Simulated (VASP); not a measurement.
# AlNi3 (Pm-3m) in VASP: single point with PBEsol

Aim: the single point of AlNi3 with PBEsol.

Program: VASP 6.6.1. These are calculated values, not measurements. Logs are shortened: lines on timing, memory, paths and dates and some standing lists are left out, and cuts for length are marked.

## 1. The cell of the first run

It takes space group Pm-3m (No. 221, cubic). Conventional cell: a = 3.238 Å, b = 3.238 Å, c = 3.238 Å, α = 90.00°, β = 90.00°, γ = 90.00°. Al (site symmetry m-3m) has 12 Ni at 2.29 Å within 3.0 Å. Within 3.0 Å of Ni (site symmetry 4/mmm) lie 4 Al at 2.29 Å and 8 Ni at 2.29 Å.

## 2. Single point, PBEsol, collinear spin, ferromagnetic start (strain -0.080 along x and y, -0.080 along z)

INCAR

```
SYSTEM = AlNi3
ALGO = Normal
EDIFF = 1E-6
ENCUT = 520
GGA = PS
ISIF = 2
ISMEAR = 0
ISPIN = 2
LASPH = .True.
LCHARG = .True.
LELF = .True.
LMAXMIX = 4
LORBIT = 11
LREAL = .False.
LVHAR = .True.
LWAVE = .False.
MAGMOM = 0 0.28 0.28 0.28
NBANDS = 28
NELM = 150
PREC = Accurate
SIGMA = 0.15
```

KPOINTS

```
k-points
0
Gamma
  14 14 14
  0 0 0
```

POSCAR

```
AlNi3
1.0
    3.2375598979      0.0000000000      0.0000000000
    0.0000000000      3.2375598979      0.0000000000
    0.0000000000      0.0000000000      3.2375598979
Al Ni
1 3
Direct
    0.0000000000      0.0000000000      0.0000000000
    0.0000000000      0.5000000000      0.5000000000
    0.5000000000      0.0000000000      0.5000000000
    0.5000000000      0.5000000000      0.0000000000
```

Potentials or basis: VASP PAW PBE potentials, release 64 (Al, Ni).

Started as:

```
$ cat potpaw_PBE.64/Al/POTCAR potpaw_PBE.64/Ni/POTCAR > POTCAR
$ mpirun -np 1 vasp_std > vasp.out
```

OUTCAR:

```text
SYSTEM = AlNi3
   EDIFF = 1E-6
   ENCUT = 520
   GGA = PS
   ISIF = 2
   ISMEAR = 0
   ISPIN = 2
   LASPH = .True.
   LORBIT = 11
   LREAL = .False.
   NELM = 150
   PREC = Accurate

 ion  position               nearest neighbor table
   1  0.000  0.000  0.000-   2 2.29   3 2.29   4 2.29   2 2.29   3 2.29   2 2.29   4 2.29   2 2.29
                             3 2.29   4 2.29   3 2.29   4 2.29
   2  0.000  0.500  0.500-   1 2.29   3 2.29   4 2.29   1 2.29   4 2.29   1 2.29   3 2.29   1 2.29
                             3 2.29   4 2.29   4 2.29   3 2.29
   3  0.500  0.000  0.500-   1 2.29   2 2.29   4 2.29   1 2.29   4 2.29   2 2.29   4 2.29   4 2.29
                             1 2.29   2 2.29   1 2.29   2 2.29
   4  0.500  0.500  0.000-   1 2.29   2 2.29   3 2.29   2 2.29   3 2.29   1 2.29   3 2.29   3 2.29
                             1 2.29   2 2.29   2 2.29   1 2.29

  LATTYP: Found a simple cubic cell.
 ALAT       =     3.2375598979

  Lattice vectors:

 A1 = (   3.2375598979,   0.0000000000,   0.0000000000)
 A2 = (   0.0000000000,   3.2375598979,   0.0000000000)
 A3 = (   0.0000000000,   0.0000000000,   3.2375598979)

Analysis of symmetry for initial positions (statically):
=====================================================================
 Subroutine PRICEL returns:
 Original cell was already a primitive cell.

 Routine SETGRP: Setting up the symmetry group for a
 simple cubic supercell.

 Subroutine GETGRP returns: Found 48 space group operations
 (whereof 48 operations were pure point group operations)
 out of a pool of 48 trial point group operations.

The static configuration has the point symmetry O_h .

Analysis of symmetry for dynamics (positions and initial velocities):
=====================================================================
 Subroutine PRICEL returns:
 Original cell was already a primitive cell.

 Routine SETGRP: Setting up the symmetry group for a
 simple cubic supercell.

 Subroutine GETGRP returns: Found 48 space group operations
 (whereof 48 operations were pure point group operations)
 out of a pool of 48 trial point group operations.

The dynamic configuration has the point symmetry O_h .

Analysis of structural, dynamic, and magnetic symmetry:
=====================================================================
 Subroutine PRICEL returns:
 Original cell was already a primitive cell.

 Routine SETGRP: Setting up the symmetry group for a
 simple cubic supercell.

 Subroutine GETGRP returns: Found 48 space group operations
 (whereof 48 operations were pure point group operations)
 out of a pool of 48 trial point group operations.

The overall configuration has the point symmetry O_h .

 Subroutine INISYM returns: Found 48 space group operations
 (whereof 48 operations are pure point group operations),
 and found     1 'primitive' translations

----------------------------------------------------------------------------------------

                                     Primitive cell

  volume of cell :      33.9354

  direct lattice vectors                    reciprocal lattice vectors
     3.237559898  0.000000000  0.000000000     0.308874594  0.000000000  0.000000000
     0.000000000  3.237559898  0.000000000     0.000000000  0.308874594  0.000000000
     0.000000000  0.000000000  3.237559898     0.000000000  0.000000000  0.308874594

  length of vectors
     3.237559898  3.237559898  3.237559898     0.308874594  0.308874594  0.308874594

  position of ions in fractional coordinates (direct lattice)
     0.000000000  0.000000000  0.000000000
     0.000000000  0.500000000  0.500000000
     0.500000000  0.000000000  0.500000000
     0.500000000  0.500000000  0.000000000

  ion indices of the primitive-cell ions
   primitive index   ion index
                 1           1
                 2           2
                 3           3
                 4           4

----------------------------------------------------------------------------------------

 KPOINTS: k-points

Automatic generation of k-mesh.
 Grid dimensions read from file:
 generate k-points for:   14   14   14

 Generating k-lattice:

  Cartesian coordinates                     Fractional coordinates (reciprocal lattice)
     0.022062471  0.000000000  0.000000000     0.071428571  0.000000000  0.000000000
     0.000000000  0.022062471  0.000000000     0.000000000  0.071428571  0.000000000
     0.000000000  0.000000000  0.022062471     0.000000000  0.000000000  0.071428571

  Length of vectors
     0.022062471  0.022062471  0.022062471

  Shift w.r.t. Gamma in fractional coordinates (k-lattice)
     0.000000000  0.000000000  0.000000000

 Subroutine IBZKPT returns following result:
 ===========================================

 Found    120 irreducible k-points:

 Following reciprocal coordinates:
            Coordinates               Weight
  0.000000  0.000000  0.000000      1.000000
  0.071429  0.000000  0.000000      6.000000
  0.142857  0.000000  0.000000      6.000000
  0.214286  0.000000  0.000000      6.000000
  0.285714  0.000000  0.000000      6.000000
  0.357143  0.000000  0.000000      6.000000
[... 16 lines left out ...]
  0.285714  0.214286  0.000000     24.000000
  0.357143  0.214286  0.000000     24.000000
 [... further k-points ...]
   k-points           NKPTS =    120   k-points in BZ     NKDIM =    120   number of bands    NBANDS=     28
   number of dos      NEDOS =    301   number of ions     NIONS =      4
   total plane-waves  NPLWV =  13824
   dimension x,y,z NGX =    24 NGY =   24 NGZ =   24
   dimension x,y,z NGXF=    48 NGYF=   48 NGZF=   48
   ions per type =               1   3
   NGX,Y,Z   is equivalent  to a cutoff of  12.32, 12.32, 12.32 a.u.
   NGXF,Y,Z  is equivalent  to a cutoff of  24.65, 24.65, 24.65 a.u.
 SYSTEM =  AlNi3
   PREC   = accura    normal or accurate (medium, high low for compatibility)
   ISTART =      0    job   : 0-new  1-cont  2-samecut
   ICHARG =      2    charge: 1-file 2-atom 10-const
   ISPIN  =      2    spin polarized calculation?
   LNONCOLLINEAR =      F non collinear calculations
   LSORBIT =      F    spin-orbit coupling
   LASPH  =      T    aspherical Exc in radial PAW
   ENCUT  =  520.0 eV  38.22 Ry    6.18 a.u.   6.02  6.02  6.02*2*pi/ulx,y,z
   NELM   =    150;   NELMIN=  2; NELMDL= -5     # of ELM steps
   EDIFF  = 0.1E-05   stopping-criterion for ELM
   LREAL  =      F    real-space projection
   EDIFFG = 0.1E-04   stopping-criterion for IOM
   NSW    =      0    number of steps for IOM
   IBRION =     -1    ionic relax: 0-MD 1-quasi-New 2-CG
   NFREE  =      0    steps in history (QN), initial steepest desc. (CG)
   ISIF   =      2    stress and relaxation
   ISYM   =      2    0-nonsym 1-usesym 2-fastsym
   POTIM  = 0.5000    time-step for ionic-motion
   TEBEG  =    0.0;   TEEND  =   0.0 temperature during run
   PSTRESS=    0.0 pullay stress
   NELECT =      33.0000    total number of electrons
   NUPDOWN=      -1.0000    fix difference up-down
   EMIN   =  10.00;   EMAX   =-10.00  energy-range for DOS
   EFERMI =   0.00;   METHOD = LEGACY
   ISMEAR =     0;   SIGMA  =   0.15  broadening in eV -4-tet -1-fermi 0-gaus
   EFERMI_NEDOS =   21; number of points for ismear=-14 and -15
   IALGO  =     38    algorithm
   IMIX   =      4    mixing-type and parameters
     AMIX     =   0.40;   BMIX     =  1.00
     AMIX_MAG =   1.60;   BMIX_MAG =  1.00
  volume/ion in A,a.u.               =       8.48        57.25
  Fermi-wavevector in a.u.,A,eV,Ry     =   1.621916  3.064977 35.791638  2.630611
  Thomas-Fermi vector in A             =   2.715614
   LORBIT       =     11    0 simple, 1 ext, 2 COOP (PROOUT), +10 PAW based schemes
   GGA     = PS    functional components
   LHFCALC =     F    Hartree Fock is set to
   AEXX    =    0.0000 exact exchange contribution
   IVDW    =     0    specifies the selected vdW correction
   LEPSILON=     F    determine dielectric tensor
   LRPA    =     F    only Hartree local field effects (RPA)
 spin polarized calculation
 Gauss-broadening in eV      SIGMA  =   0.15
  energy-cutoff  :      520.00
  volume of cell :       33.94
 maximum number of plane-waves:       931
   NGX = 13   NGY = 13   NGZ = 13

 number of electron      32.9999995 magnetization       0.0075293

 Free energy of the ion-electron system (eV)
  ---------------------------------------------------
  ext. energy  EPLUGINS =         0.00000000
  ---------------------------------------------------
  free energy    TOTEN  =       -22.17340138 eV

  energy without entropy =      -22.13010269  energy(sigma->0) =      -22.15175204

 E-fermi :  13.7776     XC(G=0): -14.4583

 val. band max:       13.7743122942   @ k =   0.3571   0.1429   0.0714
 cond. band min:      13.7783030901   @ k =   0.3571   0.1429   0.0714
 fundamental gap:      0.0039907959
 Fermi energy:        13.7775987836

 spin component 1

 k-point     1 :       0.0000    0.0000    0.0000
  band No.  band energies     occupation
      1       1.6904      1.00000
      2       7.5075      1.00000
      3       8.4640      1.00000
      4       8.4640      1.00000
      5       9.0258      1.00000
      6       9.0258      1.00000
[... 733 lines left out ...]
     27      31.2027      0.00000
     28      31.6870      0.00000

 [... further k-points ...]

 spin component 2

 k-point     1 :       0.0000    0.0000    0.0000
  band No.  band energies     occupation
      1       1.6902      1.00000
      2       7.5084      1.00000
      3       8.4655      1.00000
      4       8.4655      1.00000
      5       9.0284      1.00000
      6       9.0284      1.00000
[... 733 lines left out ...]
     27      31.2031      0.00000
     28      31.6751      0.00000

 [... further k-points ...]

------------------------ aborting loop because EDIFF is reached ----------------------------------------

  FORCE on cell =-STRESS in cart. coord.  units (eV):
  Direction    XX          YY          ZZ          XY          YZ          ZX
  --------------------------------------------------------------------------------------
  -------------------------------------------------------------------------------------
  Total       18.9719966     18.9719966     18.9719966      0.0000000      0.0000000     -0.0000000
  in kB      895.7156954    895.7156954    895.7156954      0.0000000      0.0000000     -0.0000000
  external PRESSURE =     895.7156954 kB  Pullay stress =       0.0000000 kB

 VOLUME and BASIS-vectors are now :
 -----------------------------------------------------------------------------
  energy-cutoff  :      520.00
  volume of cell :       33.94
      direct lattice vectors                 reciprocal lattice vectors
     3.237559898  0.000000000  0.000000000     0.308874594  0.000000000  0.000000000
     0.000000000  3.237559898  0.000000000     0.000000000  0.308874594  0.000000000
     0.000000000  0.000000000  3.237559898     0.000000000  0.000000000  0.308874594

 POSITION                                       TOTAL-FORCE (eV/Angst)
 -----------------------------------------------------------------------------------
      0.00000      0.00000      0.00000         0.000000      0.000000      0.000000
      0.00000      1.61878      1.61878         0.000000      0.000000      0.000000
      1.61878      0.00000      1.61878         0.000000      0.000000      0.000000
      1.61878      1.61878      0.00000         0.000000      0.000000      0.000000
 -----------------------------------------------------------------------------------
    total drift:                                0.000000     -0.000000     -0.000000

  FREE ENERGIE OF THE ION-ELECTRON SYSTEM (eV)
  ---------------------------------------------------
  free  energy   TOTEN  =       -22.1734013796 eV

  energy  without entropy=      -22.1301026909  energy(sigma->0) =      -22.15175204

 total charge

# of ion       s       p       d       tot
------------------------------------------
    1        0.458   0.539   0.000   0.996
    2        0.647   0.840   8.588  10.075
    3        0.647   0.840   8.588  10.075
    4        0.647   0.840   8.588  10.075
--------------------------------------------------
tot          2.399   3.060  25.763  31.222

 magnetization (x)

# of ion       s       p       d       tot
------------------------------------------
    1       -0.000  -0.000   0.000  -0.000
    2       -0.000  -0.000   0.002   0.002
    3       -0.000  -0.000   0.002   0.002
    4       -0.000  -0.000   0.002   0.002
--------------------------------------------------
tot         -0.000  -0.000   0.007   0.006
```

It took 1.9 min on 1 thread of AMD EPYC 7R13 (Zen 3), shared host; peak memory 0.24 GiB.

Results:

```
Free energy                                           : -22.1734 eV
Pressure                                              : 89.6 GPa
Net moment                                            : 0.01 μB per cell
Valence electrons inside the program's atomic spheres : Al 1.00; Ni 10.07
```

Caveat: the cell differs from its parent crystal (strain -0.080 along x and y, -0.080 along z); the cell stands under pressure; the PAW data sets were made with another functional, which shifts forces and pressure a little.
